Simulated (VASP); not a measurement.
# GdO (F-43m) in VASP: single point with r2SCAN

Aim: the single point of GdO with r2SCAN.

Everything below comes from runs of VASP 6.6.1. Logs are shortened: lines on timing, memory, paths and dates and some standing lists are left out, and cuts for length are marked.

## 1. The cell of the first run

Symmetry: F-43m, No. 216, cubic system. Conventional cell: a = 5.360 Å, b = 5.360 Å, c = 5.360 Å, α = 90.00°, β = 90.00°, γ = 90.00°. Within 3.1 Å of Gd (site symmetry -43m) lie 4 O at 2.32 Å. O (site symmetry -43m) has 4 Gd at 2.32 Å within 3.1 Å.

## 2. Single point, r2SCAN, collinear spin, ferromagnetic start

Input file POSCAR:

```
GdO
1.0
    0.0000000000      2.6798210696      2.6798210696
    2.6798210696      0.0000000000      2.6798210696
    2.6798210696      2.6798210696      0.0000000000
Gd O
1 1
Direct
    0.0000000000      0.0000000000      0.0000000000
    0.2500000000      0.2500000000      0.2500000000
```

Input file INCAR.step1:

```
ALGO     = Normal         # electronic algorithm
EDIFF    = 1E-5           # SCF threshold, eV
ENCUT    = 800            # plane-wave cutoff, eV
GGA      = PE             # functional
GGA_COMPAT= False        
ISMEAR   = 0              # smearing method
ISPIN    = 2              # spin polarisation
LASPH    = True           # aspherical terms in the spheres
LCHARG   = False          # write CHGCAR
LMAXMIX  = 6              # l up to which the mixer works
LREAL    = False          # projectors in reciprocal space
LWAVE    = True           # write WAVECAR
MAGMOM   = 7 0            # initial moments
NBANDS   = 23             # bands
NELM     = 200            # most SCF steps
PREC     = Accurate       # precision mode
SIGMA    = 0.005          # smearing width, eV
```

Input file INCAR.step2:

```
ALGO     = Normal         # electronic algorithm
EDIFF    = 1E-6           # SCF threshold, eV
ENCUT    = 800            # plane-wave cutoff, eV
GGA_COMPAT= False        
ISIF     = 2              # what is computed and relaxed
ISMEAR   = 0              # smearing method
ISPIN    = 2              # spin polarisation
ISTART   = 1            
LASPH    = True           # aspherical terms in the spheres
LCHARG   = True           # write CHGCAR
LELF     = True           # ELF
LMAXMIX  = 6              # l up to which the mixer works
LMIXTAU  = True         
LORBIT   = 11             # projections on sites
LREAL    = False          # projectors in reciprocal space
LVHAR    = True         
LWAVE    = False          # write WAVECAR
MAGMOM   = 7 0            # initial moments
METAGGA  = R2SCAN         # meta-GGA
NBANDS   = 23             # bands
NELM     = 200            # most SCF steps
PREC     = Accurate       # precision mode
SIGMA    = 0.005          # smearing width, eV
```

Input file KPOINTS:

```
k-points
0
Gamma
  12 12 12
```

Potentials or basis: VASP PAW PBE potentials, release 64 (Gd, O).

Launch:

```bash
$ cat potpaw_PBE.64/Gd/POTCAR potpaw_PBE.64/O/POTCAR > POTCAR
$ cp INCAR.step1 INCAR
$ mpirun -np 1 vasp_std > vasp.out
$ cp INCAR.step2 INCAR
$ mpirun -np 1 vasp_std > vasp.out
```

OUTCAR:

```text
EDIFF = 1E-6
   ENCUT = 800
   ISIF = 2
   ISMEAR = 0
   ISPIN = 2
   ISTART = 1
   LASPH = True
   LORBIT = 11
   LREAL = False
   METAGGA = R2SCAN
   NELM = 200
   PREC = Accurate

 ion  position               nearest neighbor table
   1  0.000  0.000  0.000-   2 2.32   2 2.32   2 2.32   2 2.32
   2  0.250  0.250  0.250-   1 2.32   1 2.32   1 2.32   1 2.32

  LATTYP: Found a face centered cubic cell.
 ALAT       =     5.3596421392

  Lattice vectors:

 A1 = (   0.0000000000,   2.6798210696,   2.6798210696)
 A2 = (   2.6798210696,   0.0000000000,   2.6798210696)
 A3 = (   2.6798210696,   2.6798210696,   0.0000000000)

Analysis of symmetry for initial positions (statically):
=====================================================================
 Subroutine PRICEL returns:
 Original cell was already a primitive cell.

 Routine SETGRP: Setting up the symmetry group for a
 face centered cubic supercell.

 Subroutine GETGRP returns: Found 24 space group operations
 (whereof 24 operations were pure point group operations)
 out of a pool of 48 trial point group operations.

The static configuration has the point symmetry T_d .

Analysis of symmetry for dynamics (positions and initial velocities):
=====================================================================
 Subroutine PRICEL returns:
 Original cell was already a primitive cell.

 Routine SETGRP: Setting up the symmetry group for a
 face centered cubic supercell.

 Subroutine GETGRP returns: Found 24 space group operations
 (whereof 24 operations were pure point group operations)
 out of a pool of 48 trial point group operations.

The dynamic configuration has the point symmetry T_d .

Analysis of structural, dynamic, and magnetic symmetry:
=====================================================================
 Subroutine PRICEL returns:
 Original cell was already a primitive cell.

 Routine SETGRP: Setting up the symmetry group for a
 face centered cubic supercell.

 Subroutine GETGRP returns: Found 24 space group operations
 (whereof 24 operations were pure point group operations)
 out of a pool of 48 trial point group operations.

The overall configuration has the point symmetry T_d .

 Subroutine INISYM returns: Found 24 space group operations
 (whereof 24 operations are pure point group operations),
 and found     1 'primitive' translations

----------------------------------------------------------------------------------------

                                     Primitive cell

  volume of cell :      38.4900

  direct lattice vectors                    reciprocal lattice vectors
     0.000000000  2.679821070  2.679821070    -0.186579621  0.186579621  0.186579621
     2.679821070  0.000000000  2.679821070     0.186579621 -0.186579621  0.186579621
     2.679821070  2.679821070  0.000000000     0.186579621  0.186579621 -0.186579621

  length of vectors
     3.789839301  3.789839301  3.789839301     0.323165384  0.323165384  0.323165384

  position of ions in fractional coordinates (direct lattice)
     0.000000000  0.000000000  0.000000000
     0.250000000  0.250000000  0.250000000

  ion indices of the primitive-cell ions
   primitive index   ion index
                 1           1
                 2           2

----------------------------------------------------------------------------------------

 KPOINTS: k-points

Automatic generation of k-mesh.
 Grid dimensions read from file:
 generate k-points for:   12   12   12

 Generating k-lattice:

  Cartesian coordinates                     Fractional coordinates (reciprocal lattice)
    -0.015548302  0.015548302  0.015548302     0.083333333  0.000000000  0.000000000
     0.015548302 -0.015548302  0.015548302     0.000000000  0.083333333  0.000000000
     0.015548302  0.015548302 -0.015548302     0.000000000  0.000000000  0.083333333

  Length of vectors
     0.026930449  0.026930449  0.026930449

  Shift w.r.t. Gamma in fractional coordinates (k-lattice)
     0.000000000  0.000000000  0.000000000

 Subroutine IBZKPT returns following result:
 ===========================================

 Found     72 irreducible k-points:

 Following reciprocal coordinates:
            Coordinates               Weight
  0.000000  0.000000  0.000000      1.000000
  0.083333  0.000000  0.000000      8.000000
  0.166667  0.000000  0.000000      8.000000
  0.250000  0.000000  0.000000      8.000000
  0.333333  0.000000  0.000000      8.000000
  0.416667  0.000000  0.000000      8.000000
[... 16 lines left out ...]
  0.500000  0.166667  0.000000     24.000000
 -0.416667  0.166667  0.000000     24.000000
 [... further k-points ...]
   k-points           NKPTS =     72   k-points in BZ     NKDIM =     72   number of bands    NBANDS=     23
   number of dos      NEDOS =    301   number of ions     NIONS =      2
   total plane-waves  NPLWV =  46656
   dimension x,y,z NGX =    36 NGY =   36 NGZ =   36
   dimension x,y,z NGXF=    72 NGYF=   72 NGZF=   72
   ions per type =               1   1
   NGX,Y,Z   is equivalent  to a cutoff of  15.79, 15.79, 15.79 a.u.
   NGXF,Y,Z  is equivalent  to a cutoff of  31.58, 31.58, 31.58 a.u.
 SYSTEM =  unknown system
   PREC   = accura    normal or accurate (medium, high low for compatibility)
   ISTART =      1    job   : 0-new  1-cont  2-samecut
   ICHARG =      0    charge: 1-file 2-atom 10-const
   ISPIN  =      2    spin polarized calculation?
   LNONCOLLINEAR =      F non collinear calculations
   LSORBIT =      F    spin-orbit coupling
   LASPH  =      T    aspherical Exc in radial PAW
   ENCUT  =  800.0 eV  58.80 Ry    7.67 a.u.   8.74  8.74  8.74*2*pi/ulx,y,z
   NELM   =    200;   NELMIN=  2; NELMDL=  0     # of ELM steps
   EDIFF  = 0.1E-05   stopping-criterion for ELM
   LREAL  =      F    real-space projection
   EDIFFG = 0.1E-04   stopping-criterion for IOM
   NSW    =      0    number of steps for IOM
   IBRION =     -1    ionic relax: 0-MD 1-quasi-New 2-CG
   NFREE  =      0    steps in history (QN), initial steepest desc. (CG)
   ISIF   =      2    stress and relaxation
   ISYM   =      2    0-nonsym 1-usesym 2-fastsym
   POTIM  = 0.5000    time-step for ionic-motion
   TEBEG  =    0.0;   TEEND  =   0.0 temperature during run
   PSTRESS=    0.0 pullay stress
   NELECT =      24.0000    total number of electrons
   NUPDOWN=      -1.0000    fix difference up-down
   EMIN   =  10.00;   EMAX   =-10.00  energy-range for DOS
   EFERMI =   0.00;   METHOD = LEGACY
   ISMEAR =     0;   SIGMA  =   0.01  broadening in eV -4-tet -1-fermi 0-gaus
   EFERMI_NEDOS =   21; number of points for ismear=-14 and -15
   IALGO  =     38    algorithm
   IMIX   =      4    mixing-type and parameters
     AMIX     =   0.40;   BMIX     =  1.00
     AMIX_MAG =   1.60;   BMIX_MAG =  1.00
  volume/ion in A,a.u.               =      19.24       129.87
  Fermi-wavevector in a.u.,A,eV,Ry     =   1.398608  2.642987 26.614428  1.956105
  Thomas-Fermi vector in A             =   2.521750
   LORBIT       =     11    0 simple, 1 ext, 2 COOP (PROOUT), +10 PAW based schemes
   METAGGA = R2SCAN    functional components
   LHFCALC =     F    Hartree Fock is set to
   AEXX    =    0.0000 exact exchange contribution
   IVDW    =     0    specifies the selected vdW correction
   LEPSILON=     F    determine dielectric tensor
   LRPA    =     F    only Hartree local field effects (RPA)
 spin polarized calculation
 Gauss-broadening in eV      SIGMA  =   0.01
  energy-cutoff  :      800.00
  volume of cell :       38.49
 maximum number of plane-waves:      2006
   NGX = 17   NGY = 17   NGZ = 17

 number of electron      23.9999999 magnetization       7.9317697

 Free energy of the ion-electron system (eV)
  ---------------------------------------------------
  ext. energy  EPLUGINS =         0.00000000
  ---------------------------------------------------
  free energy    TOTEN  =       -52.90734241 eV

  energy without entropy =      -52.90733931  energy(sigma->0) =      -52.90734086

 E-fermi :   4.0845     XC(G=0): -10.7828

 val. band max:        4.0698519384   @ k =   0.4167   0.1667   0.0833
 cond. band min:       4.0871313586   @ k =   0.5000   0.0000   0.0000
 fundamental gap:      0.0172794203
 Fermi energy:         4.0844687702

 spin component 1

 k-point     1 :       0.0000    0.0000    0.0000
  band No.  band energies     occupation
      1     -43.4024      1.00000
      2     -19.8973      1.00000
      3     -19.8973      1.00000
      4     -19.8973      1.00000
      5     -16.6089      1.00000
      6      -2.3811      1.00000
[... 15 lines left out ...]
     22      16.0042      0.00000
     23      16.4647      0.00000
[... 575 lines left out ...]
      1     -43.3554      1.00000
      2     -20.8582      1.00000
      3     -20.1172      1.00000
      4     -19.9999      1.00000
      5     -15.6779      1.00000
      6      -2.3436      1.00000
[... 15 lines left out ...]
     22      12.2264      0.00000
     23      15.9391      0.00000

 [... further k-points ...]

 spin component 2

 k-point     1 :       0.0000    0.0000    0.0000
  band No.  band energies     occupation
      1     -39.5330      1.00000
      2     -17.1483      1.00000
      3     -17.1483      1.00000
      4     -17.1483      1.00000
      5     -16.4535      1.00000
      6      -1.7031      1.00000
[... 15 lines left out ...]
     22      17.3408      0.00000
     23      17.3423      0.00000
[... 575 lines left out ...]
      1     -39.4672      1.00000
      2     -18.9381      1.00000
      3     -17.4345      1.00000
      4     -17.2835      1.00000
      5     -14.7510      1.00000
      6      -1.3839      1.00000
[... 15 lines left out ...]
     22      13.9813      0.00000
     23      17.5813      0.00000

 [... further k-points ...]

------------------------ aborting loop because EDIFF is reached ----------------------------------------

  FORCE on cell =-STRESS in cart. coord.  units (eV):
  Direction    XX          YY          ZZ          XY          YZ          ZX
  --------------------------------------------------------------------------------------
  -------------------------------------------------------------------------------------
  Total        0.0132003      0.0132003      0.0132003      0.0000000      0.0000000      0.0000000
  in kB        0.5494739      0.5494739      0.5494739      0.0000000      0.0000000      0.0000000
  external PRESSURE =       0.5494739 kB  Pullay stress =       0.0000000 kB

 VOLUME and BASIS-vectors are now :
 -----------------------------------------------------------------------------
  energy-cutoff  :      800.00
  volume of cell :       38.49
      direct lattice vectors                 reciprocal lattice vectors
     0.000000000  2.679821070  2.679821070    -0.186579621  0.186579621  0.186579621
     2.679821070  0.000000000  2.679821070     0.186579621 -0.186579621  0.186579621
     2.679821070  2.679821070  0.000000000     0.186579621  0.186579621 -0.186579621

 POSITION                                       TOTAL-FORCE (eV/Angst)
 -----------------------------------------------------------------------------------
      0.00000      0.00000      0.00000         0.000000     -0.000000     -0.000000
      1.33991      1.33991      1.33991        -0.000000      0.000000      0.000000
 -----------------------------------------------------------------------------------
    total drift:                                0.000000      0.000000     -0.000000

  FREE ENERGIE OF THE ION-ELECTRON SYSTEM (eV)
  ---------------------------------------------------
  free  energy   TOTEN  =       -52.9073424120 eV

  energy  without entropy=      -52.9073393123  energy(sigma->0) =      -52.90734086

 total charge

# of ion       s       p       d       f       tot
--------------------------------------------------
    1        2.039   5.671   0.497   6.980  15.187
    2        1.568   3.476   0.000   0.000   5.043
--------------------------------------------------
tot          3.606   9.147   0.497   6.980  20.230

 magnetization (x)

# of ion       s       p       d       f       tot
--------------------------------------------------
    1        0.001  -0.101   0.204   6.884   6.989
    2        0.006   0.018   0.000   0.000   0.024
--------------------------------------------------
tot          0.007  -0.083   0.204   6.884   7.013
```

Wall time 26 min (1 thread of Intel Xeon 8259CL, shared host); peak memory 0.42 GiB.

What came out:

```
Free energy                                           : -52.9073 eV
Pressure                                              : 0.1 GPa
Net moment                                            : 7.93 μB per cell
Site moments                                          : Gd +6.99; O +0.02 μB
Valence electrons inside the program's atomic spheres : Gd 15.19; O 5.04
```

Caveat: the PAW data sets were made with another functional, which shifts forces and pressure a little; spin-orbit coupling is left out, which moves the levels of the heavy elements; a cell with one magnetic atom can't hold antiferromagnetic order, which such compounds often take; semilocal functionals describe open f shells poorly, which spoils levels, moments and volumes.
